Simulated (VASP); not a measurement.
Write the native input for VASP 6.6.1 that does the following.

| Quantity | Value |
| --- | --- |
| Task | single point |
| Functional | PBEsol |
| Potentials or basis | VASP PAW PBE potentials, release 64 (Al, Cu) |
| Cutoff | 520 eV |
| k mesh | 14 × 14 × 14 |
| Occupations | gaussian, width 0.15 eV |
| Spin | no spin polarisation |
| Dipole correction | no |
| Further INCAR settings | ALGO = Fast; EDIFF = 1e-07; NBANDS = 26 |

The structure of AlCu3 lies in POSCAR:

```
AlCu3
1.0
    3.5229142969      0.0000000000      0.0000000000
    0.0000000000      3.5229142969      0.0000000000
    0.0000000000      0.0000000000      3.5229142969
Al Cu
1 3
Direct
    0.0000000000      0.0000000000      0.0000000000
    0.5000000000      0.5000000000      0.0000000000
    0.5000000000      0.0000000000      0.5000000000
    0.0000000000      0.5000000000      0.5000000000
```

This cell differs from its parent crystal: strain -0.030 along x and y, -0.030 along z.

The input as run:

INCAR

```
SYSTEM = AlCu3
PREC = Accurate
ENCUT = 520
EDIFF = 1E-7
ISMEAR = 0
SIGMA = 0.15
LREAL = .False.
LASPH = .True.
NELM = 60
ALGO = Fast
ISIF = 2
LWAVE = .False.
LCHARG = .False.
GGA = PS
NBANDS = 26
```

KPOINTS

```
regular mesh
0
Gamma
  14 14 14
  0 0 0
```

Potentials or basis: VASP PAW PBE potentials, release 64 (Al, Cu).

The run is started by

```console
$ cat potpaw_PBE.64/Al/POTCAR potpaw_PBE.64/Cu/POTCAR > POTCAR
$ mpirun -np 1 vasp_std > vasp.out
```

Results of the run:

* Pressure: 17.9 GPa
* Band gap on the k mesh: zero (band 18 reaches 13.88 eV, above the bottom of band 19 at 7.89 eV)

Caveat: the cell differs from its parent crystal (strain -0.030 along x and y, -0.030 along z); the PAW data sets were made with another functional, which shifts forces and pressure a little.

It took 6.3 min on 1 thread of Intel Xeon 6975P-C (shared host), peak memory 0.24 GiB.
